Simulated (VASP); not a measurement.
# LiH3 in VASP: notebook

The runs below take LiH3 through single point, with PBE.

All numbers are computed with VASP 6.6.1; they aren't measurements. Logs are shortened: lines on timing, memory, paths and dates and some standing lists are left out, and cuts for length are marked.

### Step 1. The cell of the first run

The structure is hexagonal, space group P6_3/mmc (No. 194). Conventional cell: a = 5.682 Å, b = 5.682 Å, c = 2.644 Å, α = 90.00°, β = 90.00°, γ = 120.00°. Within 2.3 Å of Li (site symmetry -6m2) lie 9 H at 1.76 to 2.02 Å. Within 1.8 Å of H (site symmetry mm2) lie 2 H at 1.34 Å and 1 Li at 1.76 Å.

The cell was built from a structure type or drawn by symmetry, and may not be a known phase.

### Step 2. Single point, PBE

INCAR

```
SYSTEM = LiH3
PREC = Accurate ; ENCUT = 520
EDIFF = 1E-7 ; ISMEAR = 0
SIGMA = 0.1 ; LREAL = .False.
LASPH = .True. ; NELM = 100
ALGO = Normal ; ISIF = 2
LWAVE = .False. ; LCHARG = .True.
GGA = PE ; LELF = .True.
LVHAR = .True. ; NBANDS = 16
```

KPOINTS

```
Automatic mesh
0
Gamma
  3 3 6
  0 0 0
```

POSCAR

```
LiH3
1.0
    5.6823035291      0.0000000000      0.0000000000
   -2.8411517645      4.9210192083      0.0000000000
    0.0000000000      0.0000000000      2.6442876648
Li H
2 6
Direct
    0.3333333333      0.6666666667      0.7500000000
    0.6666666667      0.3333333333      0.2500000000
    0.4879750342      0.5120249658      0.2500000000
    0.0240499316      0.5120249658      0.2500000000
    0.4879750342      0.9759500684      0.2500000000
    0.5120249658      0.0240499316      0.7500000000
    0.5120249658      0.4879750342      0.7500000000
    0.9759500684      0.4879750342      0.7500000000
```

Potentials or basis: VASP PAW PBE potentials, release 64 (Li_sv, H).

The run is started by

```bash
cat potpaw_PBE.64/Li_sv/POTCAR potpaw_PBE.64/H/POTCAR > POTCAR
mpirun -np 1 vasp_std > vasp.out
```

OUTCAR:

```text
SYSTEM = LiH3
   PREC = Accurate
   ENCUT = 520
   EDIFF = 1E-7
   ISMEAR = 0
   LREAL = .False.
   LASPH = .True.
   NELM = 100
   ISIF = 2
   GGA = PE

 ion  position               nearest neighbor table
   1  0.333  0.667  0.750-
   2  0.667  0.333  0.250-
   3  0.488  0.512  0.250-
   4  0.024  0.512  0.250-
   5  0.488  0.976  0.250-
   6  0.512  0.024  0.750-
   7  0.512  0.488  0.750-
   8  0.976  0.488  0.750-

  LATTYP: Found a hexagonal cell.
 ALAT       =     5.6823035291
 C/A-ratio  =     0.4653548779

  Lattice vectors:

 A1 = (   5.6823035291,   0.0000000000,   0.0000000000)
 A2 = (  -2.8411517645,   4.9210192083,   0.0000000000)
 A3 = (   0.0000000000,   0.0000000000,   2.6442876648)

Analysis of symmetry for initial positions (statically):
=====================================================================
 Subroutine PRICEL returns:
 Original cell was already a primitive cell.

 Routine SETGRP: Setting up the symmetry group for a
 hexagonal supercell.

 Subroutine GETGRP returns: Found 24 space group operations
 (whereof 12 operations were pure point group operations)
 out of a pool of 24 trial point group operations.

The static configuration has the point symmetry D_3d.
 The point group associated with its full space group is D_6h.

Analysis of symmetry for dynamics (positions and initial velocities):
=====================================================================
 Subroutine PRICEL returns:
 Original cell was already a primitive cell.

 Routine SETGRP: Setting up the symmetry group for a
 hexagonal supercell.

 Subroutine GETGRP returns: Found 24 space group operations
 (whereof 12 operations were pure point group operations)
 out of a pool of 24 trial point group operations.

The dynamic configuration has the point symmetry D_3d.
 The point group associated with its full space group is D_6h.

 Subroutine INISYM returns: Found 24 space group operations
 (whereof 12 operations are pure point group operations),
 and found     1 'primitive' translations

----------------------------------------------------------------------------------------

                                     Primitive cell

  volume of cell :      73.9415

  direct lattice vectors                    reciprocal lattice vectors
     5.682303529  0.000000000  0.000000000     0.175984967  0.101604968  0.000000000
    -2.841151765  4.921019208  0.000000000     0.000000000  0.203209936  0.000000000
     0.000000000  0.000000000  2.644287665     0.000000000  0.000000000  0.378173681

  length of vectors
     5.682303529  5.682303529  2.644287665     0.203209936  0.203209936  0.378173681

  position of ions in fractional coordinates (direct lattice)
     0.333333333  0.666666667  0.750000000
     0.666666667  0.333333333  0.250000000
     0.487975034  0.512024966  0.250000000
     0.024049932  0.512024966  0.250000000
     0.487975034  0.975950068  0.250000000
     0.512024966  0.024049932  0.750000000
     0.512024966  0.487975034  0.750000000
     0.975950068  0.487975034  0.750000000

  ion indices of the primitive-cell ions
   primitive index   ion index
                 1           1
                 2           2
                 3           3
                 4           4
                 5           5
                 6           6
                 7           7
                 8           8

----------------------------------------------------------------------------------------

 KPOINTS: Automatic mesh

Automatic generation of k-mesh.
 Grid dimensions read from file:
 generate k-points for:    3    3    6

 Generating k-lattice:

  Cartesian coordinates                     Fractional coordinates (reciprocal lattice)
     0.058661656  0.033868323  0.000000000     0.333333333  0.000000000  0.000000000
     0.000000000  0.067736645  0.000000000     0.000000000  0.333333333  0.000000000
     0.000000000  0.000000000  0.063028947     0.000000000  0.000000000  0.166666667

  Length of vectors
     0.067736645  0.067736645  0.063028947

  Shift w.r.t. Gamma in fractional coordinates (k-lattice)
     0.000000000  0.000000000  0.000000000

 Subroutine IBZKPT returns following result:
 ===========================================

 Found     12 irreducible k-points:

 Following reciprocal coordinates:
            Coordinates               Weight
  0.000000  0.000000  0.000000      1.000000
  0.333333  0.000000  0.000000      6.000000
  0.333333  0.333333  0.000000      2.000000
  0.000000  0.000000  0.166667      2.000000
  0.333333  0.000000  0.166667     12.000000
  0.333333  0.333333  0.166667      4.000000
  0.000000  0.000000  0.333333      2.000000
  0.333333  0.000000  0.333333     12.000000
  0.333333  0.333333  0.333333      4.000000
  0.000000  0.000000  0.500000      1.000000
  0.333333  0.000000  0.500000      6.000000
  0.333333  0.333333  0.500000      2.000000
   k-points           NKPTS =     12   k-points in BZ     NKDIM =     12   number of bands    NBANDS=     16
   number of dos      NEDOS =    301   number of ions     NIONS =      8
   total plane-waves  NPLWV =  35280
   dimension x,y,z NGX =    42 NGY =   42 NGZ =   20
   dimension x,y,z NGXF=    84 NGYF=   84 NGZF=   40
   ions per type =               2   6
   NGX,Y,Z   is equivalent  to a cutoff of  12.29, 12.29, 12.57 a.u.
   NGXF,Y,Z  is equivalent  to a cutoff of  24.58, 24.58, 25.15 a.u.
 SYSTEM =  LiH3
   PREC   = accura    normal or accurate (medium, high low for compatibility)
   ISTART =      0    job   : 0-new  1-cont  2-samecut
   ICHARG =      2    charge: 1-file 2-atom 10-const
   ISPIN  =      1    spin polarized calculation?
   LNONCOLLINEAR =      F non collinear calculations
   LSORBIT =      F    spin-orbit coupling
   LASPH  =      T    aspherical Exc in radial PAW
   ENCUT  =  520.0 eV  38.22 Ry    6.18 a.u.  10.57 10.57  4.92*2*pi/ulx,y,z
   NELM   =    100;   NELMIN=  2; NELMDL= -5     # of ELM steps
   EDIFF  = 0.1E-06   stopping-criterion for ELM
   LREAL  =      F    real-space projection
   EDIFFG = 0.1E-05   stopping-criterion for IOM
   NSW    =      0    number of steps for IOM
   IBRION =     -1    ionic relax: 0-MD 1-quasi-New 2-CG
   NFREE  =      0    steps in history (QN), initial steepest desc. (CG)
   ISIF   =      2    stress and relaxation
   ISYM   =      2    0-nonsym 1-usesym 2-fastsym
   POTIM  = 0.5000    time-step for ionic-motion
   TEBEG  =    0.0;   TEEND  =   0.0 temperature during run
   PSTRESS=    0.0 pullay stress
   NELECT =      12.0000    total number of electrons
   NUPDOWN=      -1.0000    fix difference up-down
   EMIN   =  10.00;   EMAX   =-10.00  energy-range for DOS
   EFERMI =   0.00;   METHOD = LEGACY
   ISMEAR =     0;   SIGMA  =   0.10  broadening in eV -4-tet -1-fermi 0-gaus
   EFERMI_NEDOS =   21; number of points for ismear=-14 and -15
   IALGO  =     38    algorithm
   IMIX   =      4    mixing-type and parameters
     AMIX     =   0.40;   BMIX     =  1.00
     AMIX_MAG =   1.60;   BMIX_MAG =  1.00
  volume/ion in A,a.u.               =       9.24        62.37
  Fermi-wavevector in a.u.,A,eV,Ry     =   0.892975  1.687478 10.849339  0.797404
  Thomas-Fermi vector in A             =   2.014993
   LORBIT       =      0    0 simple, 1 ext, 2 COOP (PROOUT), +10 PAW based schemes
   GGA     = PE    functional components
   LHFCALC =     F    Hartree Fock is set to
   AEXX    =    0.0000 exact exchange contribution
   IVDW    =     0    specifies the selected vdW correction
   LEPSILON=     F    determine dielectric tensor
   LRPA    =     F    only Hartree local field effects (RPA)
 non-spin polarized calculation
 Gauss-broadening in eV      SIGMA  =   0.10
  energy-cutoff  :      520.00
  volume of cell :       73.94
 maximum number of plane-waves:      2013
 NGX is ok and might be reduce to    42
   NGX = 21   NGY = 21   NGZ =  9

 number of electron      11.9999999 magnetization

 Free energy of the ion-electron system (eV)
  ---------------------------------------------------
  ext. energy  EPLUGINS =         0.00000000
  ---------------------------------------------------
  free energy    TOTEN  =       -21.94981171 eV

  energy without entropy =      -21.93754869  energy(sigma->0) =      -21.94368020

 E-fermi :   0.8058     XC(G=0):  -6.6855

 val. band max:        0.0613776111   @ k =   0.3333   0.3333   0.3333
 cond. band min:       0.8207271797   @ k =   0.3333   0.0000   0.3333
 fundamental gap:      0.7593495686
 Fermi energy:         0.8058476413

 k-point     1 :       0.0000    0.0000    0.0000
  band No.  band energies     occupation
      1     -46.4498      2.00000
      2     -46.4436      2.00000
      3      -9.0883      2.00000
      4      -7.6250      2.00000
      5      -7.6250      2.00000
      6       1.6527      0.00000
[... 8 lines left out ...]
     15      11.2588      0.00000
     16      11.2588      0.00000

 k-point     2 :       0.3333    0.0000    0.0000
  band No.  band energies     occupation
      1     -46.4484      2.00000
      2     -46.4449      2.00000
      3      -8.8190      2.00000
      4      -8.0114      2.00000
      5      -7.6628      2.00000
      6       1.6470      0.00000
[... 8 lines left out ...]
     15      11.6420      0.00000
     16      11.7765      0.00000

 k-point     3 :       0.3333    0.3333    0.0000
  band No.  band energies     occupation
      1     -46.4466      2.00000
      2     -46.4466      2.00000
      3      -8.4278      2.00000
      4      -8.4278      2.00000
      5      -7.7160      2.00000
      6       1.9994      0.00000
[... 8 lines left out ...]
     15      10.5379      0.00000
     16      12.4463      0.00000
[... 134 lines left out ...]
 k-point    11 :       0.3333    0.0000    0.5000
  band No.  band energies     occupation
      1     -46.4164      2.00000
      2     -46.4164      2.00000
      3      -4.3980      2.00000
      4      -4.3980      2.00000
      5      -2.7044      2.00000
      6      -2.7044      2.00000
[... 8 lines left out ...]
     15      10.9781      0.00000
     16      10.9781      0.00000

 k-point    12 :       0.3333    0.3333    0.5000
  band No.  band energies     occupation
      1     -46.4164      2.00000
      2     -46.4164      2.00000
      3      -4.3154      2.00000
      4      -4.3154      2.00000
      5      -2.8113      2.00000
      6      -2.8113      2.00000
[... 8 lines left out ...]
     15      11.1148      0.00000
     16      11.1148      0.00000

------------------------ aborting loop because EDIFF is reached ----------------------------------------

  FORCE on cell =-STRESS in cart. coord.  units (eV):
  Direction    XX          YY          ZZ          XY          YZ          ZX
  --------------------------------------------------------------------------------------
  -------------------------------------------------------------------------------------
  Total       -0.1834895     -0.1834895     -0.0275782     -0.0000000     -0.0000000     -0.0000000
  in kB       -3.9758833     -3.9758833     -0.5975698     -0.0000000     -0.0000000     -0.0000000
  external PRESSURE =      -2.8497788 kB  Pullay stress =       0.0000000 kB

 VOLUME and BASIS-vectors are now :
 -----------------------------------------------------------------------------
  energy-cutoff  :      520.00
  volume of cell :       73.94
      direct lattice vectors                 reciprocal lattice vectors
     5.682303529  0.000000000  0.000000000     0.175984967  0.101604968  0.000000000
    -2.841151765  4.921019208  0.000000000     0.000000000  0.203209936  0.000000000
     0.000000000  0.000000000  2.644287665     0.000000000  0.000000000  0.378173681

 POSITION                                       TOTAL-FORCE (eV/Angst)
 -----------------------------------------------------------------------------------
     -0.00000      3.28068      1.98322         0.000000     -0.000000      0.000000
      2.84115      1.64034      0.66107         0.000000     -0.000000      0.000000
      1.31808      2.51968      0.66107        -0.001040      0.000601      0.000000
     -1.31808      2.51968      0.66107         0.001040      0.000601      0.000000
      0.00000      4.80267      0.66107        -0.000000     -0.001201      0.000000
      2.84115      0.11835      1.98322         0.000000      0.001201     -0.000000
      1.52307      2.40133      1.98322         0.001040     -0.000601     -0.000000
      4.15923      2.40133      1.98322        -0.001040     -0.000601      0.000000
 -----------------------------------------------------------------------------------
    total drift:                               -0.000000      0.000000     -0.000000

  FREE ENERGIE OF THE ION-ELECTRON SYSTEM (eV)
  ---------------------------------------------------
  free  energy   TOTEN  =       -21.9498117118 eV

  energy  without entropy=      -21.9375486937  energy(sigma->0) =      -21.94368020
```

Wall time 18 s (1 thread of Intel Xeon Platinum 8259CL at 2.50GHz (Skylake/Cascade Lake), shared host); peak memory 0.16 GiB.

Results:

```
Free energy            : -21.9498 eV
Band gap on the k mesh : zero (bands 6 and 7 overlap by 5.13 eV)
```

Caveat: the k points lie up to 0.43 Å⁻¹ apart, too coarse for converged energies and pressures of a metal; the cutoff is under 1.25 times the usual one of these potentials, so pressure, stress and relaxed cells hold a basis-set (Pulay) error.

### Step 3. Single point, PBE

This run uses another cell than the first one, of 9.28 Å³/atom.

INCAR

```
SYSTEM = LiH3
PREC = Accurate
ENCUT = 520
EDIFF = 1E-6
ISMEAR = 0
SIGMA = 0.1
LREAL = .FALSE.
LASPH = .TRUE.
NELM = 80
ALGO = Normal
ISIF = 2
LWAVE = .FALSE.
LCHARG = .FALSE.
GGA = PE
NBANDS = 16
```

KPOINTS

```
regular mesh
0
G
  6 6 4
  0 0 0
```

POSCAR

```
LiH3
1.0
    5.7866780257      0.0000000000      0.0000000000
   -2.8933390128      5.0114101737      0.0000000000
    0.0000000000      0.0000000000      2.5596579074
Li H
2 6
Direct
    0.3333333333      0.6666666667     -0.0128750656
    0.6666666667      0.3333333333      0.4871249344
    0.4874590690      0.5118445962      0.4851140175
    0.0243855272      0.5125409310      0.4851140175
    0.4881554038      0.9756144728      0.4851140175
    0.5125409310      0.0243855272      0.9851140175
    0.5118445962      0.4874590690      0.9851140175
    0.9756144728      0.4881554038      0.9851140175
```

Potentials or basis: VASP PAW PBE potentials, release 64 (Li_sv, H).

The run is started by

```bash
cat potpaw_PBE.64/Li_sv/POTCAR potpaw_PBE.64/H/POTCAR > POTCAR
mpirun -np 1 vasp_std > vasp.out
```

Wall time 28 s (1 thread of Intel Xeon Platinum 8259CL at 2.50GHz (Skylake/Cascade Lake), shared host); peak memory 0.19 GiB.

Results (log left out):

```yaml
Free_energy: -22.3040 eV
Largest_force: 0.009 eV/Å
Band_gap_on_the_k_mesh: zero (bands 6 and 7 overlap by 4.62 eV)
```

Forces on the atoms (eV/Å):
```
Li   0.000  0.000 -0.009
Li   0.000  0.000 -0.009
H   -0.007  0.004  0.003
H    0.007  0.004  0.003
H    0.000 -0.008  0.003
H    0.000  0.008  0.003
H    0.007 -0.004  0.003
H   -0.007 -0.004  0.003
```

Levels at points of the mesh, in eV from the Fermi level:
```tsv
k point	band 3	band 4	band 5	band 6	band 7	band 8
(0.00, 0.00, 0.00)	-10.46	-9.14	-9.14	0.32	0.93	0.93
(0.50, 0.00, 0.00)	-10.05	-9.67	-9.18	0.20	2.14	2.95
(0.00, 0.00, 0.50)	-5.57	-5.57	-3.60	-3.60	-3.60	-3.60
(0.50, 0.00, 0.50)	-5.40	-5.40	-3.90	-3.90	-3.64	-3.64
```

Caveat: the k points lie up to 0.61 Å⁻¹ apart, too coarse for converged energies and pressures of a metal; the cutoff is under 1.25 times the usual one of these potentials, so pressure, stress and relaxed cells hold a basis-set (Pulay) error.
